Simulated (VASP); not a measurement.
The system is La2O3.

```
CELL_PARAMETERS angstrom
3.94045 0.00000 0.00000
-1.97023 3.41253 0.00000
0.00000 0.00000 6.18736
ATOMIC_POSITIONS crystal
La 0.66667 0.33333 0.75263
La 0.33333 0.66667 0.24737
O 0.66667 0.33333 0.35470
O 0.33333 0.66667 0.64530
O 0.00000 0.00000 0.00000
```

| Property | Result |
| --- | --- |
| Program | VASP 6.6.1 |
| Task | relaxation of cell and atoms |
| Functional | PBE |
| Dispersion | D3(BJ) |
| Potentials or basis | VASP PAW PBE potentials, release 64 (La, O) |
| Cutoff | 600 eV |
| k mesh | 9 × 9 × 4 |
| Occupations | gaussian, width 0.02 eV |
| Spin | no spin polarisation |

At the start: pressure -3.0 GPa; volume 16.64 Å³/atom.

Where does the relaxation end?

Over 14 steps the energy falls by 4.1 meV/atom and the volume is 16.20 Å³/atom (-2.6 %); space group P-3m1 (No. 164, to 0.1 Å) before and after.

The path:
```tsv
step	energy change (eV)	largest force (eV/Å)	pressure (GPa)	volume (Å³)
1	0.0000	0.0181	-2.96	83.20
2	-0.0005	0.3454	3.11	79.56
3	-0.0176	0.1605	-0.03	81.34
4	-0.0195	0.0278	-0.01	81.16
5	-0.0197	0.0378	0.00	81.09
6	-0.0201	0.0328	0.00	81.06
7	-0.0203	0.0269	-0.02	81.03
8	-0.0204	0.0108	0.01	81.00
9	-0.0204	0.0076	0.04	80.98
10	-0.0204	0.0075	0.03	80.98
11	-0.0204	0.0073	0.03	80.97
12	-0.0204	0.0076	0.05	80.97
13	-0.0204	0.0138	-0.11	81.05
14	-0.0204	0.0016	-0.01	81.00
```

Final structure:
```yaml
crystal:
  lattice:
    - [3.91861, 0.00000, 0.00000]
    - [-1.95930, 3.39361, 0.00000]
    - [0.00000, 0.00000, 6.09104]
  atoms:
    - { symbol: La, position: [0.66667, 0.33333, 0.75437] }
    - { symbol: La, position: [0.33333, 0.66667, 0.24563] }
    - { symbol: O, position: [0.66667, 0.33333, 0.35375] }
    - { symbol: O, position: [0.33333, 0.66667, 0.64625] }
    - { symbol: O, position: [0.00000, 0.00000, 0.00000] }
```
